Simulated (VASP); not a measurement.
# CdTe (F-43m) in VASP: notebook

The runs below take CdTe through single point, relaxation of cell and atoms, with LDA.

Everything below comes from runs of VASP 6.6.1. Logs are shortened: lines on timing, memory, paths and dates and some standing lists are left out, and cuts for length are marked.

## 1. The cell of the first run

The structure is cubic, space group F-43m (No. 216). The conventional cell has a = 6.325 Å, b = 6.325 Å, c = 6.325 Å, α = 90.00°, β = 90.00°, γ = 90.00°. Within 3.6 Å of Cd (site symmetry -43m) lie 4 Te at 2.74 Å. Within 3.6 Å of Te (site symmetry -43m) lie 4 Cd at 2.74 Å.

## 2. Single point, LDA

INCAR reads:

```
SYSTEM = CdTe
PREC     = Accurate       ! precision mode
ENCUT    = 500            ! plane-wave cutoff, eV
EDIFF    = 1E-6           ! SCF threshold, eV
ISMEAR   = 0              ! smearing method
SIGMA    = 0.02           ! smearing width, eV
LREAL    = .False.        ! projectors in reciprocal space
LASPH    = .True.         ! aspherical terms in the spheres
NELM     = 120            ! most SCF steps
ALGO     = Normal         ! electronic algorithm
ISIF     = 2              ! what is computed and relaxed
LWAVE    = .False.        ! write WAVECAR
LCHARG   = .False.        ! write CHGCAR
NBANDS   = 16             ! bands
GGA_COMPAT= .False.
```

KPOINTS reads:

```
Automatic mesh
0
Gamma
  10 10 10
  0 0 0
```

POSCAR reads:

```
CdTe
1.0
    0.0000000000      3.1626696605      3.1626696605
    3.1626696605      0.0000000000      3.1626696605
    3.1626696605      3.1626696605      0.0000000000
Cd Te
1 1
Direct
    0.0000000000      0.0000000000      0.0000000000
    0.2500000000      0.2500000000      0.2500000000
```

Potentials or basis: VASP PAW LDA potentials, release 64 (Cd, Te).

Run with:

```
cat potpaw_LDA.64/Cd/POTCAR potpaw_LDA.64/Te/POTCAR > POTCAR
mpirun -np 1 vasp_std > vasp.out
```

OUTCAR:

```text
SYSTEM = CdTe
   PREC = Accurate
   ENCUT = 500
   EDIFF = 1E-6
   ISMEAR = 0
   LREAL = .False.
   LASPH = .True.
   NELM = 120
   ISIF = 2

 ion  position               nearest neighbor table
   1  0.000  0.000  0.000-   2 2.74   2 2.74   2 2.74   2 2.74
   2  0.250  0.250  0.250-   1 2.74   1 2.74   1 2.74   1 2.74

  LATTYP: Found a face centered cubic cell.
 ALAT       =     6.3253393210

  Lattice vectors:

 A1 = (   0.0000000000,   3.1626696605,   3.1626696605)
 A2 = (   3.1626696605,   0.0000000000,   3.1626696605)
 A3 = (   3.1626696605,   3.1626696605,   0.0000000000)

Analysis of symmetry for initial positions (statically):
=====================================================================
 Subroutine PRICEL returns:
 Original cell was already a primitive cell.

 Routine SETGRP: Setting up the symmetry group for a
 face centered cubic supercell.

 Subroutine GETGRP returns: Found 24 space group operations
 (whereof 24 operations were pure point group operations)
 out of a pool of 48 trial point group operations.

The static configuration has the point symmetry T_d .

Analysis of symmetry for dynamics (positions and initial velocities):
=====================================================================
 Subroutine PRICEL returns:
 Original cell was already a primitive cell.

 Routine SETGRP: Setting up the symmetry group for a
 face centered cubic supercell.

 Subroutine GETGRP returns: Found 24 space group operations
 (whereof 24 operations were pure point group operations)
 out of a pool of 48 trial point group operations.

The dynamic configuration has the point symmetry T_d .

 Subroutine INISYM returns: Found 24 space group operations
 (whereof 24 operations are pure point group operations),
 and found     1 'primitive' translations

----------------------------------------------------------------------------------------

                                     Primitive cell

  volume of cell :      63.2691

  direct lattice vectors                    reciprocal lattice vectors
     0.000000000  3.162669661  3.162669661    -0.158094285  0.158094285  0.158094285
     3.162669661  0.000000000  3.162669661     0.158094285 -0.158094285  0.158094285
     3.162669661  3.162669661  0.000000000     0.158094285  0.158094285 -0.158094285

  length of vectors
     4.472690327  4.472690327  4.472690327     0.273827335  0.273827335  0.273827335

  position of ions in fractional coordinates (direct lattice)
[... 74 lines left out ...]
   LNONCOLLINEAR =      F non collinear calculations
   LSORBIT =      F    spin-orbit coupling
   LASPH  =      T    aspherical Exc in radial PAW
   ENCUT  =  500.0 eV  36.75 Ry    6.06 a.u.   8.15  8.15  8.15*2*pi/ulx,y,z
   NELM   =    120;   NELMIN=  2; NELMDL= -5     # of ELM steps
   EDIFF  = 0.1E-05   stopping-criterion for ELM
   LREAL  =      F    real-space projection
   EDIFFG = 0.1E-04   stopping-criterion for IOM
   NSW    =      0    number of steps for IOM
   IBRION =     -1    ionic relax: 0-MD 1-quasi-New 2-CG
   NFREE  =      0    steps in history (QN), initial steepest desc. (CG)
   ISIF   =      2    stress and relaxation
   ISYM   =      2    0-nonsym 1-usesym 2-fastsym
   POTIM  = 0.5000    time-step for ionic-motion
   TEBEG  =    0.0;   TEEND  =   0.0 temperature during run
   PSTRESS=    0.0 pullay stress
   NELECT =      18.0000    total number of electrons
   NUPDOWN=      -1.0000    fix difference up-down
   EMIN   =  10.00;   EMAX   =-10.00  energy-range for DOS
   EFERMI =   0.00;   METHOD = LEGACY
   ISMEAR =     0;   SIGMA  =   0.02  broadening in eV -4-tet -1-fermi 0-gaus
   EFERMI_NEDOS =   21; number of points for ismear=-14 and -15
   IALGO  =     38    algorithm
   IMIX   =      4    mixing-type and parameters
     AMIX     =   0.40;   BMIX     =  1.00
     AMIX_MAG =   1.60;   BMIX_MAG =  1.00
  volume/ion in A,a.u.               =      31.63       213.48
  Fermi-wavevector in a.u.,A,eV,Ry     =   1.076718  2.034701 15.773519  1.159321
  Thomas-Fermi vector in A             =   2.212610
   LORBIT       =      0    0 simple, 1 ext, 2 COOP (PROOUT), +10 PAW based schemes
   GGA     = CA    functional components
   LHFCALC =     F    Hartree Fock is set to
   AEXX    =    0.0000 exact exchange contribution
   IVDW    =     0    specifies the selected vdW correction
   LEPSILON=     F    determine dielectric tensor
   LRPA    =     F    only Hartree local field effects (RPA)
 non-spin polarized calculation
 Gauss-broadening in eV      SIGMA  =   0.02
  energy-cutoff  :      500.00
  volume of cell :       63.27
 maximum number of plane-waves:      1639
 NGX is ok and might be reduce to    36
   NGX = 17   NGY = 17   NGZ = 17

 number of electron      18.0000004 magnetization

 Free energy of the ion-electron system (eV)
  ---------------------------------------------------
  ext. energy  EPLUGINS =         0.00000000
  ---------------------------------------------------
  free energy    TOTEN  =        -6.03193412 eV

  energy without entropy =       -6.03193412  energy(sigma->0) =       -6.03193412

 E-fermi :   3.0158     XC(G=0):  -9.2641

 val. band max:        2.8600644660   @ k =   0.0000   0.0000   0.0000
 cond. band min:       3.6384816586   @ k =   0.0000   0.0000   0.0000
 fundamental gap:      0.7784171926
 Fermi energy:         3.0158191624

 k-point     1 :       0.0000    0.0000    0.0000
  band No.  band energies     occupation
      1      -8.8271      2.00000
      2      -5.7154      2.00000
      3      -5.7154      2.00000
      4      -5.7154      2.00000
      5      -5.3930      2.00000
      6      -5.3930      2.00000
[... 433 lines left out ...]
      3      -5.5615      2.00000
      4      -5.5015      2.00000
      5      -5.3655      2.00000
      6      -5.1175      2.00000
[... 8 lines left out ...]
     15      13.4804      0.00000
     16      14.6704      0.00000

 [... further k-points ...]
[... 5 lines left out ...]
  --------------------------------------------------------------------------------------
  -------------------------------------------------------------------------------------
  Total        0.9118952      0.9118952      0.9118952      0.0000000     -0.0000000     -0.0000000
  in kB       23.0921316     23.0921316     23.0921316      0.0000000     -0.0000000     -0.0000000
  external PRESSURE =      23.0921316 kB  Pullay stress =       0.0000000 kB

 VOLUME and BASIS-vectors are now :
 -----------------------------------------------------------------------------
  energy-cutoff  :      500.00
  volume of cell :       63.27
      direct lattice vectors                 reciprocal lattice vectors
     0.000000000  3.162669661  3.162669661    -0.158094285  0.158094285  0.158094285
     3.162669661  0.000000000  3.162669661     0.158094285 -0.158094285  0.158094285
     3.162669661  3.162669661  0.000000000     0.158094285  0.158094285 -0.158094285

 POSITION                                       TOTAL-FORCE (eV/Angst)
 -----------------------------------------------------------------------------------
      0.00000      0.00000      0.00000        -0.000000      0.000000     -0.000000
      1.58133      1.58133      1.58133         0.000000     -0.000000      0.000000
 -----------------------------------------------------------------------------------
    total drift:                                0.000000      0.000000      0.000000

  FREE ENERGIE OF THE ION-ELECTRON SYSTEM (eV)
  ---------------------------------------------------
  free  energy   TOTEN  =        -6.0319341195 eV

  energy  without entropy=       -6.0319341195  energy(sigma->0) =       -6.03193412
```

stdout:

```text
POSCAR found type information on POSCAR CdTe
 POSCAR found :  2 types and       2 ions
 scaLAPACK will be used
 LDA part: xc-table for (Slater(with rela. corr.)+CA(PZ))
 , standard interpolation
 POSCAR, INCAR and KPOINTS ok, starting setup
 FFT: planning ... GRIDC
 FFT: planning ... GRID_SOFT
 FFT: planning ... GRID
 WAVECAR not read
 entering main loop
```

Wall time 88 s (1 thread of AMD EPYC 7R13, shared host); peak memory 0.17 GiB.

What came out:

| Property | Result |
| --- | --- |
| Free energy | -6.0319 eV |
| Pressure | 2.3 GPa |
| Band gap on the k mesh | 0.78 eV |

Levels at points of the mesh, in eV from the valence-band top:
```tsv
k point	band 6	band 7	band 8	band 9	band 10	band 11	band 12	band 13
(0.00, 0.00, 0.00)	-8.25	0.00	0.00	0.00	0.78	4.44	4.44	4.44
(0.50, 0.00, 0.00)	-7.85	-4.94	-0.90	-0.90	1.73	5.06	5.06	6.89
(0.50, 0.50, 0.00)	-7.68	-4.75	-2.16	-2.16	2.28	2.52	9.06	9.36
```

Caveat: spin-orbit coupling is left out, which moves the levels of the heavy elements.

## 3. Single point, LDA

This run uses another cell than the first one, of 32.12 Å³/atom.

INCAR reads:

```
ALGO     = Normal         # electronic algorithm
EDIFF    = 1E-6           # SCF threshold, eV
ENCUT    = 500            # plane-wave cutoff, eV
GGA      = CA             # functional
GGA_COMPAT= False        
ISIF     = 2              # what is computed and relaxed
ISMEAR   = 0              # smearing method
LASPH    = True           # aspherical terms in the spheres
LCHARG   = True           # write CHGCAR
LELF     = True           # ELF
LREAL    = False          # projectors in reciprocal space
LVHAR    = True         
LWAVE    = False          # write WAVECAR
NBANDS   = 16             # bands
NELM     = 120            # most SCF steps
PREC     = Accurate       # precision mode
SIGMA    = 0.02           # smearing width, eV
```

KPOINTS reads:

```
k-points
0
Gamma
  10 10 10
```

POSCAR reads:

```
CdTe
1.0
    0.0000000000      3.1786350349      3.1786350349
    3.1786350349      0.0000000000      3.1786350349
    3.1786350349      3.1786350349      0.0000000000
Cd Te
1 1
Direct
    0.0000000000      0.0000000000      0.0000000000
    0.2500000000      0.2500000000      0.2500000000
```

Potentials or basis: VASP PAW LDA potentials, release 64 (Cd, Te).

Run with:

```
cat potpaw_LDA.64/Cd/POTCAR potpaw_LDA.64/Te/POTCAR > POTCAR
mpirun -np 1 vasp_std > vasp.out
```

Run time: 91 s. Hardware: 1 thread of AMD EPYC 7R13, shared host; peak memory 0.17 GiB.

It converged, with:

| Item | Value |
| --- | --- |
| Free energy | -6.0433 eV |
| Pressure | 1.5 GPa |
| Band gap on the k mesh | 0.73 eV |

Levels at points of the mesh, in eV from the valence-band top:
```tsv
k point	band 5	band 6	band 7	band 8	band 9	band 10	band 11	band 12	band 13	band 14
(0.00, 0.00, 0.00)	-8.20	-8.20	0.00	0.00	0.00	0.73	4.46	4.46	4.46	7.30
(0.50, 0.00, 0.00)	-8.19	-7.81	-4.84	-0.88	-0.88	1.71	5.07	5.07	6.89	8.68
(0.50, 0.50, 0.00)	-8.17	-7.65	-4.67	-2.10	-2.10	2.31	2.53	8.97	9.28	9.28
```

Caveat: spin-orbit coupling is left out, which moves the levels of the heavy elements.

[end of part 1 of 2]
